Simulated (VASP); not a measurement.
A run of VASP 6.6.1 is set up as follows.

File INCAR:

```
ALGO = Normal
EDIFF = 1E-8
ENCUT = 520
GGA = PE
ISIF = 2
ISMEAR = -1
LASPH = True
LCHARG = False
LEFG = True
LREAL = Auto
LWAVE = False
NBANDS = 182
NELECT = 316.0
NELM = 100
PREC = Accurate
SIGMA = 0.01
```

File KPOINTS:

```
k-points
0
Gamma
  3 3 1
```

File POSCAR:

```
Zn18S17
1.0
    5.7180000000      3.3012888392      0.0000000000
   -5.7180000000      3.3012888392      0.0000000000
    0.0000000000      0.0000000000     18.6899900000
Zn S
18 17
Direct
    0.0000000000      0.0000000000      0.0000000000
    0.3333333333      0.6666666667      0.0000000000
    0.6666666667      0.3333333333      0.0000000000
    0.0000000000      0.0000000000      0.5000000000
    0.3333333333      0.6666666667      0.5000000000
    0.6666666667      0.3333333333      0.5000000000
    0.3333333333      0.3333333334      0.1666700000
    0.6666666667      0.0000000000      0.1666700000
    0.0000000000      0.6666666667      0.1666700000
    0.3333333333      1.0000000000      0.6666700000
    0.6666666667      0.6666666666      0.6666700000
    0.0000000000      0.3333333333      0.6666700000
    0.3333333333      1.0000000000      0.3333300000
    0.6666666667      0.6666666666      0.3333300000
    0.0000000000      0.3333333333      0.3333300000
    0.3333333333      0.3333333334      0.8333300000
    0.6666666667      0.0000000000      0.8333300000
    0.0000000000      0.6666666667      0.8333300000
    0.3333333333      0.6666666667      0.1250000000
    0.6666666667      0.3333333333      0.1250000000
    0.0000000000      0.0000000000      0.6250000000
    0.3333333333      0.6666666667      0.6250000000
    0.6666666667      0.3333333333      0.6250000000
    0.3333333333      0.3333333334      0.2916700000
    0.6666666667      0.0000000000      0.2916700000
    0.0000000000      0.6666666667      0.2916700000
    0.3333333333      1.0000000000      0.7916700000
    0.6666666667      0.6666666666      0.7916700000
    0.0000000000      0.3333333333      0.7916700000
    0.3333333333      1.0000000000      0.4583300000
    0.6666666667      0.6666666666      0.4583300000
    0.0000000000      0.3333333333      0.4583300000
    0.3333333333      0.3333333334      0.9583300000
    0.6666666667      0.0000000000      0.9583300000
    0.0000000000      0.6666666667      0.9583300000
```

Potentials or basis: VASP PAW PBE potentials, release 64 (Zn, S).

Launch:

```bash
$ cat potpaw_PBE.64/Zn/POTCAR potpaw_PBE.64/S/POTCAR > POTCAR
$ mpirun -np 1 vasp_std > vasp.out
```

(1) Estimate the largest force.

## Answers

(1) 1.022 eV/Å.

Caveat: the k points lie up to 0.37 Å⁻¹ apart; the cell carries a net charge on a neutralising background, which shifts energy and pressure; the cell differs from its parent crystal (atoms taken out); without QUAD_EFG the Cq values of the log hold for a quadrupole moment of 1 mb, not for the nuclei.
